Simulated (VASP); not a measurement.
## ZnSe: single point with BHLYP

ZnSe:

```xyz
2
Lattice="0.0000 2.8894 2.8894 2.8894 0.0000 2.8894 2.8894 2.8894 0.0000" Properties=species:S:1:pos:R:3 pbc="T T T"
Se    4.3341    4.3341    4.3341
Zn    0.0000    0.0000    0.0000
```

```
Program                            : VASP 6.6.1
Task                               : single point
Functional                         : BHLYP
Potentials or basis                : VASP PAW PBE potentials, release 64 (Se, Zn)
Cutoff                             : 520 eV
k mesh                             : 4 × 4 × 4
Occupations                        : fermi-dirac, width 0.05 eV
Spin                               : no spin polarisation
Dipole correction                  : no
Grid for exact exchange (PRECFOCK) : Normal
Further INCAR settings             : ALGO = Normal; EDIFF = 1e-07; NBANDS = 16
Share of exact exchange            : 0.5
```

```json
{
 "Pressure": "-0.9 GPa",
 "Band gap on the k mesh": "4.74 eV"
}
```

Levels at points of the mesh, in eV from the valence-band top:
```
           k point  band 6  band 7  band 8  band 9  band 10  band 11  band 12  band 13
(0.00, 0.00, 0.00)   -9.70    0.00    0.00    0.00     4.74     9.67     9.67     9.67
(0.50, 0.00, 0.00)   -9.51   -5.46   -0.87   -0.87     6.14    10.20    10.20    12.34
(0.50, 0.50, 0.00)   -9.44   -5.17   -2.20   -2.20     6.48     7.08    14.67    15.44
```

Wall time 12 min on 1 thread of AMD EPYC 7R13 Processor (Zen 3), on a shared host, peak memory 0.15 GiB.

Caveat: the k points lie up to 0.47 Å⁻¹ apart; the PAW data sets were made with another functional, which shifts forces and pressure a little.
